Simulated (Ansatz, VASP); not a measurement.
**Pt: VASP beside Ansatz**

```xyz
1
Lattice="0.0000 1.9555 1.9555 1.9555 0.0000 1.9555 1.9555 1.9555 0.0000" Properties=species:S:1:pos:R:3 pbc="T T T"
Pt    0.0000    0.0000    0.0000
```

Alike in both runs: task single point; functional r2SCAN; k mesh 6 × 6 × 6; occupations fermi-dirac, width 0.1 eV; no spin polarisation.

|  | VASP | Ansatz |
| --- | --- | --- |
| version | VASP 6.6.1 | Ansatz 0.2.0 |
| potentials or method | VASP PAW PBE potentials, release 64 (Pt), cutoff 550 eV | PAW, plane waves, scalar-relativistic |
| valence electrons in the cell | 10 | 18 |

|  | VASP | Ansatz | Ansatz less VASP |
| --- | --- | --- | --- |
| pressure (GPa) | 4.7 | 3.9 | -0.80 |

VASP's potentials were made for PBE, not for r2SCAN. VASP's potentials hold 10 valence electrons a cell and Ansatz's 18, so a difference there can come from the potentials and not from the codes.

The k mesh is coarse, so the values compare programs but aren't converged. Spin-orbit coupling is off throughout.
